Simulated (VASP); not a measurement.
# Be16CO in VASP: notebook, part 2 of 2

VASP 6.6.1. Earlier steps stand in the parts before.

### Step 3. Single point, PBE

Contents of INCAR:

```
SYSTEM = Be16CO
PREC = Accurate ; ENCUT = 520
EDIFF = 1E-7 ; ISMEAR = 0
SIGMA = 0.1 ; LREAL = Auto
LASPH = .TRUE. ; NELM = 80
ALGO = Normal ; ISIF = 2
LWAVE = .FALSE. ; LCHARG = .FALSE.
LDIPOL = .TRUE. ; IDIPOL = 3
DIPOL = 0.5 0.5 0.316 ; GGA = PE
NBANDS = 36
```

Contents of KPOINTS:

```
regular mesh
0
G
  6 6 1
  0 0 0
```

Contents of POSCAR:

```
Be16CO
1.0
    4.5254381410      0.0000000000      0.0000000000
   -2.2627190705      3.9191443934      0.0000000000
    0.0000000000      0.0000000000     23.4761687145
Be C O
16 1 1
Direct
    0.3333333333      0.1666666667      0.1703855535
    0.3333333333      0.6666666667      0.1703855535
    0.8333333333      0.1666666667      0.1703855535
    0.8333333333      0.6666666667      0.1703855535
    0.1666666667      0.3333333333      0.2463521558
    0.1666666667      0.8333333333      0.2463521558
    0.6666666667      0.3333333333      0.2463521558
    0.6666666667      0.8333333333      0.2463521558
    0.3333333333      0.1666666667      0.3241941575
    0.3333333333      0.6666666667      0.3241941575
    0.8333333333      0.1666666667      0.3241941575
    0.8333333333      0.6666666667      0.3241941575
    0.1666666667      0.3333333333      0.4036505628
    0.1666666667      0.8333333333      0.4036505628
    0.6666666667      0.3333333333      0.4036505628
    0.6666666667      0.8333333333      0.4036505628
    0.1666666667      0.3333333333      0.5301618363
    0.1666666667      0.3333333333      0.5795736468
```

Potentials or basis: VASP PAW PBE potentials, release 64 (Be, C, O).

The run is started by

```bash
> cat potpaw_PBE.64/Be/POTCAR potpaw_PBE.64/C/POTCAR potpaw_PBE.64/O/POTCAR > POTCAR
> mpirun -np 1 vasp_std > vasp.out
```

OUTCAR:

```text
SYSTEM = Be16CO
   PREC = Accurate
   ENCUT = 520
   EDIFF = 1E-7
   ISMEAR = 0
   LREAL = Auto
   LASPH = .TRUE.
   NELM = 80
   ISIF = 2
   GGA = PE

 ion  position               nearest neighbor table
   1  0.333  0.167  0.170-   5 2.21   7 2.21   6 2.21   3 2.26   3 2.26   2 2.26   2 2.26   4 2.26
                             4 2.26
   2  0.333  0.667  0.170-   6 2.21   8 2.21   5 2.21   4 2.26   4 2.26   3 2.26   1 2.26   1 2.26
                             3 2.26
   3  0.833  0.167  0.170-   7 2.21   5 2.21   8 2.21   1 2.26   1 2.26   2 2.26   4 2.26   4 2.26
                             2 2.26
   4  0.833  0.667  0.170-   8 2.21   6 2.21   7 2.21   2 2.26   2 2.26   1 2.26   3 2.26   3 2.26
                             1 2.26
   5  0.167  0.333  0.246-   1 2.21   3 2.21   2 2.21   9 2.25  11 2.25  10 2.25   7 2.26   7 2.26
                             6 2.26   6 2.26   8 2.26   8 2.26
   6  0.167  0.833  0.246-   2 2.21   4 2.21   1 2.21  10 2.25  12 2.25   9 2.25   8 2.26   8 2.26
                             7 2.26   5 2.26   5 2.26   7 2.26
   7  0.667  0.333  0.246-   3 2.21   1 2.21   4 2.21  11 2.25   9 2.25  12 2.25   5 2.26   5 2.26
                             6 2.26   8 2.26   8 2.26   6 2.26
   8  0.667  0.833  0.246-   4 2.21   2 2.21   3 2.21  12 2.25  10 2.25  11 2.25   6 2.26   6 2.26
                             5 2.26   7 2.26   7 2.26   5 2.26
   9  0.333  0.167  0.324-   5 2.25   7 2.25   6 2.25  11 2.26  11 2.26  12 2.26  10 2.26  10 2.26
                            12 2.26  13 2.28  15 2.28  14 2.28
  10  0.333  0.667  0.324-   6 2.25   8 2.25   5 2.25  12 2.26  12 2.26   9 2.26   9 2.26  11 2.26
                            11 2.26  14 2.28  16 2.28  13 2.28
  11  0.833  0.167  0.324-   7 2.25   5 2.25   8 2.25   9 2.26   9 2.26  12 2.26  12 2.26  10 2.26
                            10 2.26  15 2.28  13 2.28  16 2.28
  12  0.833  0.667  0.324-   8 2.25   6 2.25   7 2.25  10 2.26  10 2.26  11 2.26  11 2.26   9 2.26
                             9 2.26  16 2.28  14 2.28  15 2.28
  13  0.167  0.333  0.404-  15 2.26  15 2.26  16 2.26  14 2.26  14 2.26  16 2.26   9 2.28  11 2.28
                            10 2.28
  14  0.167  0.833  0.404-  16 2.26  16 2.26  13 2.26  13 2.26  15 2.26  15 2.26  10 2.28  12 2.28
                             9 2.28
  15  0.667  0.333  0.404-  13 2.26  13 2.26  16 2.26  16 2.26  14 2.26  14 2.26  11 2.28   9 2.28
                            12 2.28
  16  0.667  0.833  0.404-  14 2.26  14 2.26  15 2.26  15 2.26  13 2.26  13 2.26  12 2.28  10 2.28
                            11 2.28
  17  0.167  0.333  0.530-  18 1.16
  18  0.167  0.333  0.580-  17 1.16

  LATTYP: Found a hexagonal cell.
 ALAT       =     4.5254381410
 C/A-ratio  =     5.1876012848

  Lattice vectors:

 A1 = (   4.5254381410,   0.0000000000,   0.0000000000)
 A2 = (  -2.2627190705,   3.9191443934,   0.0000000000)
 A3 = (   0.0000000000,   0.0000000000,  23.4761687145)

Analysis of symmetry for initial positions (statically):
=====================================================================
 Subroutine PRICEL returns:
 Original cell was already a primitive cell.

 Routine SETGRP: Setting up the symmetry group for a
 hexagonal supercell.

 Subroutine GETGRP returns: Found  6 space group operations
 (whereof  2 operations were pure point group operations)
 out of a pool of 24 trial point group operations.

The static configuration has the point symmetry C_1h.
 The point group associated with its full space group is C_3v.

Analysis of symmetry for dynamics (positions and initial velocities):
=====================================================================
 Subroutine PRICEL returns:
 Original cell was already a primitive cell.

 Routine SETGRP: Setting up the symmetry group for a
 hexagonal supercell.

[... 112 lines left out ...]
   ICHARG =      2    charge: 1-file 2-atom 10-const
   ISPIN  =      1    spin polarized calculation?
   LNONCOLLINEAR =      F non collinear calculations
   LSORBIT =      F    spin-orbit coupling
   LASPH  =      T    aspherical Exc in radial PAW
   ENCUT  =  520.0 eV  38.22 Ry    6.18 a.u.   8.41  8.41 43.65*2*pi/ulx,y,z
   NELM   =     80;   NELMIN=  2; NELMDL= -5     # of ELM steps
   EDIFF  = 0.1E-06   stopping-criterion for ELM
   LREAL  =      T    real-space projection
   EDIFFG = 0.1E-05   stopping-criterion for IOM
   NSW    =      0    number of steps for IOM
   IBRION =     -1    ionic relax: 0-MD 1-quasi-New 2-CG
   NFREE  =      0    steps in history (QN), initial steepest desc. (CG)
   ISIF   =      2    stress and relaxation
   ISYM   =      2    0-nonsym 1-usesym 2-fastsym
   POTIM  = 0.5000    time-step for ionic-motion
   TEBEG  =    0.0;   TEEND  =   0.0 temperature during run
   PSTRESS=    0.0 pullay stress
   NELECT =      42.0000    total number of electrons
   NUPDOWN=      -1.0000    fix difference up-down
   EMIN   =  10.00;   EMAX   =-10.00  energy-range for DOS
   EFERMI =   0.00;   METHOD = LEGACY
   ISMEAR =     0;   SIGMA  =   0.10  broadening in eV -4-tet -1-fermi 0-gaus
   EFERMI_NEDOS =   21; number of points for ismear=-14 and -15
   IALGO  =     38    algorithm
   IMIX   =      4    mixing-type and parameters
     AMIX     =   0.40;   BMIX     =  1.00
     AMIX_MAG =   1.60;   BMIX_MAG =  1.00
  volume/ion in A,a.u.               =      23.13       156.10
  Fermi-wavevector in a.u.,A,eV,Ry     =   0.762076  1.440115  7.901715  0.580760
  Thomas-Fermi vector in A             =   1.861457
   LORBIT       =      0    0 simple, 1 ext, 2 COOP (PROOUT), +10 PAW based schemes
   GGA     = PE    functional components
   LHFCALC =     F    Hartree Fock is set to
   AEXX    =    0.0000 exact exchange contribution
   IVDW    =     0    specifies the selected vdW correction
   LEPSILON=     F    determine dielectric tensor
   LRPA    =     F    only Hartree local field effects (RPA)
 non-spin polarized calculation
 Gauss-broadening in eV      SIGMA  =   0.10
  energy-cutoff  :      520.00
  volume of cell :      416.37
 maximum number of plane-waves:     11313
 NGX is ok and might be reduce to    36
   NGX = 17   NGY = 17   NGZ = 87

 dipolmoment           0.000000      0.000000      0.103210 electrons x Angstroem

 number of electron      42.0000000 magnetization

 dipolmoment           0.000000      0.000000     -0.018916 electrons x Angstroem

 Free energy of the ion-electron system (eV)
  ---------------------------------------------------
  ext. energy  EPLUGINS =         0.00000000
  ---------------------------------------------------
  free energy    TOTEN  =       -70.87672757 eV

  energy without entropy =      -70.82410806  energy(sigma->0) =      -70.85041781

 E-fermi :  -1.2424     XC(G=0):  -4.8276

 val. band max:       -1.2539060126   @ k =   0.3333   0.0000   0.0000
 cond. band min:      -1.1992662405   @ k =   0.3333   0.1667   0.0000
 fundamental gap:      0.0546397721
 Fermi energy:        -1.2424062700

 k-point     1 :       0.0000    0.0000    0.0000
  band No.  band energies     occupation
      1     -25.3375      2.00000
      2     -11.2763      2.00000
      3     -10.4161      2.00000
      4      -9.8935      2.00000
      5      -7.8673      2.00000
      6      -7.8673      2.00000
[... 241 lines left out ...]
     32       4.0933      0.00000
     33       4.3437      0.00000
 [bands above 33 left out]

------------------------ aborting loop because EDIFF is reached ----------------------------------------

 vacuum level on the upper side and lower side of the slab       (xc-potential included)        -0.196        -0.006

  FORCE on cell =-STRESS in cart. coord.  units (eV):
  Direction    XX          YY          ZZ          XY          YZ          ZX
  --------------------------------------------------------------------------------------
  -------------------------------------------------------------------------------------
  Total       -6.7684090     -6.7684090     -0.6664625      0.0000000     -0.0000000      0.0000000
  in kB      -26.0446219    -26.0446219     -2.5645263      0.0000000     -0.0000000      0.0000000
  external PRESSURE =     -18.2179233 kB  Pullay stress =       0.0000000 kB

 VOLUME and BASIS-vectors are now :
 -----------------------------------------------------------------------------
  energy-cutoff  :      520.00
  volume of cell :      416.37
      direct lattice vectors                 reciprocal lattice vectors
     4.525438141  0.000000000  0.000000000     0.220973079  0.127578867  0.000000000
    -2.262719071  3.919144393  0.000000000     0.000000000  0.255157733  0.000000000
     0.000000000  0.000000000 23.476168715     0.000000000  0.000000000  0.042596388

 POSITION                                       TOTAL-FORCE (eV/Angst)
 -----------------------------------------------------------------------------------
      1.13136      0.65319      4.00000         0.001415     -0.000817     -0.189818
     -0.00000      2.61276      4.00000         0.000000      0.001634     -0.189818
      3.39408      0.65319      4.00000        -0.001415     -0.000817     -0.189818
      2.26272      2.61276      4.00000         0.000000      0.000000     -0.201610
      0.00000      1.30638      5.78340         0.000000      0.000000      0.278932
     -1.13136      3.26595      5.78340         0.002021      0.001167      0.245071
[... 10 lines left out ...]
      0.00000      1.30638     12.44617         0.000000      0.000000      1.750172
      0.00000      1.30638     13.60617         0.000000      0.000000     -1.586799
 -----------------------------------------------------------------------------------
    total drift:                               -0.000000      0.000000     -0.008252

  FREE ENERGIE OF THE ION-ELECTRON SYSTEM (eV)
  ---------------------------------------------------
  free  energy   TOTEN  =       -70.8767275702 eV

  energy  without entropy=      -70.8241080555  energy(sigma->0) =      -70.85041781

 vacuum level on the upper side and lower side of the slab         3.829         4.024
```

It took 5.3 min on 1 thread of AMD EPYC 9R45 (Zen 5), shared host; peak memory 0.47 GiB.

Results:

```yaml
Free_energy: -70.8767 eV
Largest_force: 1.750 eV/Å
Band_gap_on_the_k_mesh: zero (band 21 reaches -0.66 eV, above the bottom of band 22 at -2.93 eV)
```

Forces in eV/Å, atoms in the order of the input:
```
Be   0.001 -0.001 -0.190
Be   0.000  0.002 -0.190
Be  -0.001 -0.001 -0.190
Be   0.000  0.000 -0.202
Be   0.000  0.000  0.279
Be   0.002  0.001  0.245
Be   0.000 -0.002  0.245
Be  -0.002  0.001  0.245
Be   0.049 -0.028 -0.013
Be   0.000  0.056 -0.013
Be  -0.049 -0.028 -0.013
Be   0.000  0.000 -0.078
Be   0.000  0.000  0.137
Be   0.008  0.005 -0.142
Be   0.000 -0.009 -0.142
Be  -0.008  0.005 -0.142
C    0.000  0.000  1.750
O    0.000  0.000 -1.587
```
